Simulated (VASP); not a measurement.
# As2P3 (P-3m1) in VASP: relaxation of cell and atoms with PBE

Aim: the relaxation of cell and atoms of As2P3 with PBE.

All numbers are computed with VASP 6.6.1; they aren't measurements. Logs are shortened: lines on timing, memory, paths and dates and some standing lists are left out, and cuts for length are marked.

## (1) The cell of the first run

The structure is trigonal, space group P-3m1 (No. 164). Conventional cell: a = 4.076 Å, b = 4.076 Å, c = 6.341 Å, α = 90.00°, β = 90.00°, γ = 120.00°. Within 3.7 Å of P (site symmetry -3m) lie 6 As at 2.82 Å and 6 P at 3.26 Å. Within 3.3 Å of P (site symmetry 3m) lie 4 As at 2.45 to 2.54 Å and 6 P at 2.99 to 3.26 Å. Within 3.2 Å of As (site symmetry 3m) lie 7 P at 2.45 to 2.82 Å.

## (2) Relaxation of cell and atoms, PBE

INCAR

```
  PREC = Accurate
  ENCUT = 510
  EDIFF = 1E-7
  ISMEAR = 0
  SIGMA = 0.1
  LREAL = F
  LASPH = T
  NELM = 120
  ALGO = Normal
  ISIF = 3
  LWAVE = F
  LCHARG = F
  GGA = PE
  IBRION = 2
  NSW = 90
  EDIFFG = -0.04
  GGA_COMPAT = F
  NELMIN = 4
```

KPOINTS

```
regular mesh
0
Gamma
  6 6 4
```

POSCAR

```
As2P3
1.0
    4.0757114685      0.0000000000      0.0000000000
   -2.0378557343      3.5296696702      0.0000000000
    0.0000000000      0.0000000000      6.3411450005
P As
3 2
Direct
    0.0000000000      0.0000000000      0.0000000000
    0.3333333333      0.6666666667      0.6450000000
    0.6666666667      0.3333333333      0.3550000000
    0.3333333333      0.6666666667      0.2450000000
    0.6666666667      0.3333333333      0.7550000000
```

Potentials or basis: VASP PAW PBE potentials, release 64 (P, As_d).

Started as:

```
cat potpaw_PBE.64/P/POTCAR potpaw_PBE.64/As_d/POTCAR > POTCAR
mpirun -np 1 vasp_std > vasp.out
```

OUTCAR:

```text
PREC = Accurate
   ENCUT = 510
   EDIFF = 1E-7
   ISMEAR = 0
   LREAL = F
   LASPH = T
   NELM = 120
   ISIF = 3
   GGA = PE
   IBRION = 2
   NSW = 90
   EDIFFG = -0.04
   NELMIN = 4

 ion  position               nearest neighbor table
   1  0.000  0.000  0.000-   4 2.82   5 2.82   5 2.82   4 2.82   5 2.82   4 2.82
   2  0.333  0.667  0.645-   5 2.45   5 2.45   5 2.45   4 2.54
   3  0.667  0.333  0.355-   4 2.45   4 2.45   4 2.45   5 2.54
   4  0.333  0.667  0.245-   3 2.45   3 2.45   3 2.45   2 2.54   1 2.82   1 2.82   1 2.82
   5  0.667  0.333  0.755-   2 2.45   2 2.45   2 2.45   3 2.54   1 2.82   1 2.82   1 2.82

  LATTYP: Found a hexagonal cell.
 ALAT       =     4.0757114685
 C/A-ratio  =     1.5558375635

  Lattice vectors:

 A1 = (   4.0757114685,   0.0000000000,   0.0000000000)
 A2 = (  -2.0378557343,   3.5296696702,   0.0000000000)
 A3 = (   0.0000000000,   0.0000000000,   6.3411450005)

Analysis of symmetry for initial positions (statically):
=====================================================================
 Subroutine PRICEL returns:
 Original cell was already a primitive cell.

 Routine SETGRP: Setting up the symmetry group for a
 hexagonal supercell.

 Subroutine GETGRP returns: Found 12 space group operations
 (whereof 12 operations were pure point group operations)
 out of a pool of 24 trial point group operations.

The static configuration has the point symmetry D_3d.

Analysis of symmetry for dynamics (positions and initial velocities):
=====================================================================
 Subroutine PRICEL returns:
 Original cell was already a primitive cell.

 Routine SETGRP: Setting up the symmetry group for a
 hexagonal supercell.

 Subroutine GETGRP returns: Found 12 space group operations
 (whereof 12 operations were pure point group operations)
 out of a pool of 24 trial point group operations.

The dynamic configuration has the point symmetry D_3d.

 Subroutine INISYM returns: Found 12 space group operations
 (whereof 12 operations are pure point group operations),
 and found     1 'primitive' translations

----------------------------------------------------------------------------------------

                                     Primitive cell

  volume of cell :      91.2232

  direct lattice vectors                    reciprocal lattice vectors
     4.075711468  0.000000000  0.000000000     0.245355935  0.141656315  0.000000000
    -2.037855734  3.529669670  0.000000000     0.000000000  0.283312631  0.000000000
     0.000000000  0.000000000  6.341145001     0.000000000  0.000000000  0.157700226

  length of vectors
     4.075711468  4.075711469  6.341145001     0.283312631  0.283312631  0.157700226

  position of ions in fractional coordinates (direct lattice)
     0.000000000  0.000000000  0.000000000
     0.333333333  0.666666667  0.645000000
     0.666666667  0.333333333  0.355000000
     0.333333333  0.666666667  0.245000000
     0.666666667  0.333333333  0.755000000

  ion indices of the primitive-cell ions
   primitive index   ion index
                 1           1
                 2           2
                 3           3
                 4           4
                 5           5

----------------------------------------------------------------------------------------

 KPOINTS: regular mesh

Automatic generation of k-mesh.
 Grid dimensions read from file:
 generate k-points for:    6    6    4

 Generating k-lattice:

  Cartesian coordinates                     Fractional coordinates (reciprocal lattice)
     0.040892656  0.023609386  0.000000000     0.166666667  0.000000000  0.000000000
     0.000000000  0.047218772  0.000000000     0.000000000  0.166666667  0.000000000
     0.000000000  0.000000000  0.039425057     0.000000000  0.000000000  0.250000000

  Length of vectors
     0.047218772  0.047218772  0.039425057

  Shift w.r.t. Gamma in fractional coordinates (k-lattice)
     0.000000000  0.000000000  0.000000000

 Subroutine IBZKPT returns following result:
 ===========================================

 Found     24 irreducible k-points:

 Following reciprocal coordinates:
            Coordinates               Weight
  0.000000  0.000000  0.000000      1.000000
  0.166667  0.000000  0.000000      6.000000
  0.333333  0.000000  0.000000      6.000000
  0.500000  0.000000  0.000000      3.000000
  0.166667  0.166667  0.000000      6.000000
  0.333333  0.166667  0.000000     12.000000
[... 16 lines left out ...]
  0.333333  0.166667  0.500000     12.000000
  0.333333  0.333333  0.500000      2.000000
   k-points           NKPTS =     24   k-points in BZ     NKDIM =     24   number of bands    NBANDS=     27
   number of dos      NEDOS =    301   number of ions     NIONS =      5
   total plane-waves  NPLWV =  43200
   dimension x,y,z NGX =    30 NGY =   30 NGZ =   48
   dimension x,y,z NGXF=    60 NGYF=   60 NGZF=   96
   ions per type =               3   2
   NGX,Y,Z   is equivalent  to a cutoff of  12.24, 12.24, 12.58 a.u.
   NGXF,Y,Z  is equivalent  to a cutoff of  24.47, 24.47, 25.17 a.u.
 SYSTEM =  unknown system
   PREC   = accura    normal or accurate (medium, high low for compatibility)
   ISTART =      0    job   : 0-new  1-cont  2-samecut
   ICHARG =      2    charge: 1-file 2-atom 10-const
   ISPIN  =      1    spin polarized calculation?
   LNONCOLLINEAR =      F non collinear calculations
   LSORBIT =      F    spin-orbit coupling
   LASPH  =      T    aspherical Exc in radial PAW
   ENCUT  =  510.0 eV  37.48 Ry    6.12 a.u.   7.50  7.50 11.68*2*pi/ulx,y,z
   NELM   =    120;   NELMIN=  4; NELMDL= -5     # of ELM steps
   EDIFF  = 0.1E-06   stopping-criterion for ELM
   LREAL  =      F    real-space projection
   EDIFFG = -.4E-01   stopping-criterion for IOM
   NSW    =     90    number of steps for IOM
   IBRION =      2    ionic relax: 0-MD 1-quasi-New 2-CG
   NFREE  =      1    steps in history (QN), initial steepest desc. (CG)
   ISIF   =      3    stress and relaxation
   ISYM   =      2    0-nonsym 1-usesym 2-fastsym
   POTIM  = 0.5000    time-step for ionic-motion
   TEBEG  =    0.0;   TEEND  =   0.0 temperature during run
   PSTRESS=    0.0 pullay stress
   NELECT =      45.0000    total number of electrons
   NUPDOWN=      -1.0000    fix difference up-down
   EMIN   =  10.00;   EMAX   =-10.00  energy-range for DOS
   EFERMI =   0.00;   METHOD = LEGACY
   ISMEAR =     0;   SIGMA  =   0.10  broadening in eV -4-tet -1-fermi 0-gaus
   EFERMI_NEDOS =   21; number of points for ismear=-14 and -15
   IALGO  =     38    algorithm
   IMIX   =      4    mixing-type and parameters
     AMIX     =   0.40;   BMIX     =  1.00
     AMIX_MAG =   1.60;   BMIX_MAG =  1.00
  volume/ion in A,a.u.               =      18.24       123.12
  Fermi-wavevector in a.u.,A,eV,Ry     =   1.293532  2.444422 22.765619  1.673226
  Thomas-Fermi vector in A             =   2.425172
   LORBIT       =      0    0 simple, 1 ext, 2 COOP (PROOUT), +10 PAW based schemes
   GGA     = PE    functional components
   LHFCALC =     F    Hartree Fock is set to
   AEXX    =    0.0000 exact exchange contribution
   IVDW    =     0    specifies the selected vdW correction
   LEPSILON=     F    determine dielectric tensor
   LRPA    =     F    only Hartree local field effects (RPA)
 conjugate gradient relaxation of ions
 non-spin polarized calculation
 Gauss-broadening in eV      SIGMA  =   0.10
  energy-cutoff  :      510.00
  volume of cell :       91.22
 maximum number of plane-waves:      2417
 NGX is ok and might be reduce to    30
   NGX = 15   NGY = 15   NGZ = 23

--------------------------------------- Ionic step        1  -------------------------------------------

 number of electron      44.9999991 magnetization

 Free energy of the ion-electron system (eV)
  ---------------------------------------------------
  ext. energy  EPLUGINS =         0.00000000
  ---------------------------------------------------
  free energy    TOTEN  =       -22.28734311 eV

  energy without entropy =      -22.27606150  energy(sigma->0) =      -22.28170230

------------------------ aborting loop because EDIFF is reached ----------------------------------------

  FORCE on cell =-STRESS in cart. coord.  units (eV):
  Direction    XX          YY          ZZ          XY          YZ          ZX
  --------------------------------------------------------------------------------------
  -------------------------------------------------------------------------------------
  Total        3.6516074      3.6516074      1.6530969     -0.0000000      0.0000000      0.0000000
  in kB       64.1341704     64.1341704     29.0337890     -0.0000000      0.0000000      0.0000000
  external PRESSURE =      52.4340433 kB  Pullay stress =       0.0000000 kB
[... 98 lines left out ...]
  FREE ENERGIE OF THE ION-ELECTRON SYSTEM (eV)
  ---------------------------------------------------
  free  energy   TOTEN  =       -22.4303613137 eV

  energy  without entropy=      -22.4141310565  energy(sigma->0) =      -22.42224619

[... ionic steps 4 to 32 ...]

--------------------------------------- Ionic step       33  -------------------------------------------

 number of electron      45.0000038 magnetization

------------------------ aborting loop because EDIFF is reached ----------------------------------------

  FORCE on cell =-STRESS in cart. coord.  units (eV):
  Direction    XX          YY          ZZ          XY          YZ          ZX
  --------------------------------------------------------------------------------------
  -------------------------------------------------------------------------------------
  Total       -0.1521576     -0.1521576      0.1864715      0.0000000      0.0000000      0.0000000
  in kB       -2.7849436     -2.7849436      3.4129909      0.0000000      0.0000000      0.0000000
  external PRESSURE =      -0.7189654 kB  Pullay stress =       0.0000000 kB
[... 63 lines left out ...]
  energy  without entropy=      -23.9243023610  energy(sigma->0) =      -23.93426961

--------------------------------------- Ionic step       35  -------------------------------------------

 number of electron      45.0000012 magnetization

 Free energy of the ion-electron system (eV)
  ---------------------------------------------------
  ext. energy  EPLUGINS =         0.00000000
  ---------------------------------------------------
  free energy    TOTEN  =       -23.94438249 eV

  energy without entropy =      -23.92451052  energy(sigma->0) =      -23.93444651

 E-fermi :   6.5300     XC(G=0): -11.0451

 val. band max:        6.5279400764   @ k =   0.1667   0.0000   0.0000
 cond. band min:       6.5390464845   @ k =   0.0000   0.3333   0.2500
 fundamental gap:      0.0111064081
 Fermi energy:         6.5299894575

 k-point     1 :       0.0000    0.0000    0.0000
  band No.  band energies     occupation
      1     -29.5327      2.00000
      2     -29.5327      2.00000
      3     -29.5322      2.00000
      4     -29.5322      2.00000
      5     -29.5287      2.00000
      6     -29.5278      2.00000
[... 741 lines left out ...]
  FREE ENERGIE OF THE ION-ELECTRON SYSTEM (eV)
  ---------------------------------------------------
  free  energy   TOTEN  =       -23.9443824907 eV

  energy  without entropy=      -23.9245105195  energy(sigma->0) =      -23.93444651

 reached required accuracy - stopping structural energy minimisation
```

Wall time 23 min (1 thread of Intel Xeon 6975P-C (Granite Rapids), shared host); peak memory 0.22 GiB.

What came out:

```
Free energy                           : -23.9444 eV
Relaxed volume                        : 17.43 Å³/atom
Relaxed cell                          : a = 3.499 Å, b = 3.499 Å, c = 8.220 Å, α = 90.00°, β = 90.00°, γ = 120.00°
Space group after relaxing (to 0.1 Å) : P-3m1 (No. 164)
Energy gained by relaxing             : 331.4 meV/atom
Ionic steps                           : 35
Pressure after relaxing               : 0.0 GPa
Largest force after relaxing          : 0.025 eV/Å
Band gap on the k mesh                : zero (an odd number of electrons rules out a gap without spin polarisation)
```

Forces on the atoms (eV/Å):
```
P    0.000  0.000  0.000
P    0.000  0.000  0.025
P    0.000  0.000 -0.025
As   0.000  0.000 -0.012
As   0.000  0.000  0.012
```

The path:
| step | energy change (eV) | largest force (eV/Å) | pressure (GPa) | volume (Å³) |
| --- | --- | --- | --- | --- |
| 1 | 0.0000 | 0.8317 | 5.24 | 91.22 |
| 2 | -0.1387 | 0.2362 | -1.68 | 99.32 |
| 3 | -0.1430 | 0.3197 | -0.75 | 98.03 |
| 4 | -0.1634 | 0.2639 | -0.53 | 97.31 |
| 5 | -0.1826 | 0.1547 | 0.30 | 95.64 |
| 6 | -0.1865 | 0.0472 | -0.28 | 96.11 |
| 7 | -0.1866 | 0.0299 | -0.43 | 96.22 |
| 8 | -0.1895 | 0.0702 | -0.12 | 95.48 |
| 9 | -0.1901 | 0.0995 | 0.24 | 94.83 |
| 10 | -0.1934 | 0.1522 | 0.16 | 94.83 |
| 11 | -0.2093 | 0.3117 | -0.09 | 94.81 |
| 12 | -0.3286 | 0.4811 | -0.62 | 94.60 |
| 13 | -0.8722 | 0.0734 | -2.29 | 93.61 |
| 14 | -1.1295 | 1.6672 | 4.54 | 89.51 |
| 15 | -1.2573 | 1.2798 | 0.06 | 91.15 |
| 16 | -1.2575 | 1.2824 | 0.08 | 91.15 |
| 17 | -1.2581 | 1.2894 | 0.13 | 91.16 |
| 18 | -1.2589 | 1.3028 | 0.23 | 91.16 |
| 19 | -1.2591 | 1.3262 | 0.45 | 91.16 |
| 20 | -1.2603 | 1.3243 | 0.42 | 91.16 |
| 21 | -1.2638 | 1.3184 | 0.40 | 91.17 |
| 22 | -1.2709 | 1.3063 | 0.35 | 91.19 |
| 23 | -1.2848 | 1.2810 | 0.24 | 91.23 |
| 24 | -1.3117 | 1.2260 | 0.02 | 91.31 |
| 25 | -1.3619 | 1.1074 | -0.42 | 91.48 |
| 26 | -1.4465 | 0.8654 | -1.27 | 91.79 |
| 27 | -1.5520 | 0.4195 | -2.70 | 92.41 |
| 28 | -1.5058 | 0.6186 | -4.96 | 93.56 |
| 29 | -1.5764 | 0.1829 | -3.62 | 92.82 |
| 30 | -1.6279 | 0.2545 | -1.68 | 90.06 |
| 31 | -1.6412 | 0.3164 | -0.38 | 88.23 |
| 32 | -1.6420 | 0.3366 | -0.02 | 87.70 |
| 33 | -1.6496 | 0.2505 | -0.07 | 87.54 |
| 34 | -1.6569 | 0.0568 | -0.05 | 87.22 |
| 35 | -1.6570 | 0.0254 | -0.02 | 87.16 |

Final structure:
```
CELL_PARAMETERS angstrom
3.49917 0.00000 0.00000
-1.74959 3.03037 0.00000
0.00000 0.00000 8.21996
ATOMIC_POSITIONS crystal
P 0.00000 0.00000 0.00000
P 0.33333 0.66667 0.58727
P 0.66667 0.33333 0.41273
As 0.33333 0.66667 0.19086
As 0.66667 0.33333 0.80914
```

Levels at points of the mesh, in eV from the Fermi level:
```
           k point  band 18  band 19  band 20  band 21  band 22  band 23  band 24  band 25  band 26  band 27
(0.00, 0.00, 0.00)    -1.13    -1.13    -0.93    -0.48     0.90     0.90     1.21     1.21     2.61     2.67
(0.50, 0.00, 0.00)    -3.95    -3.60    -2.79    -2.49    -2.23    -1.26     0.24     1.63     1.95     3.61
(0.00, 0.00, 0.50)    -1.74    -0.90    -0.90     0.13     0.13     0.81     1.31     1.80     1.80     3.38
(0.50, 0.00, 0.50)    -5.22    -3.52    -3.42    -1.64    -1.24     0.30     0.48     1.05     1.49     3.22
```

Caveat: a cell axis changed by over 15 % at a fixed basis, so the end point is rough; an odd number of electrons without spin polarisation forces a metal; a magnetic or distorted state may lie lower.
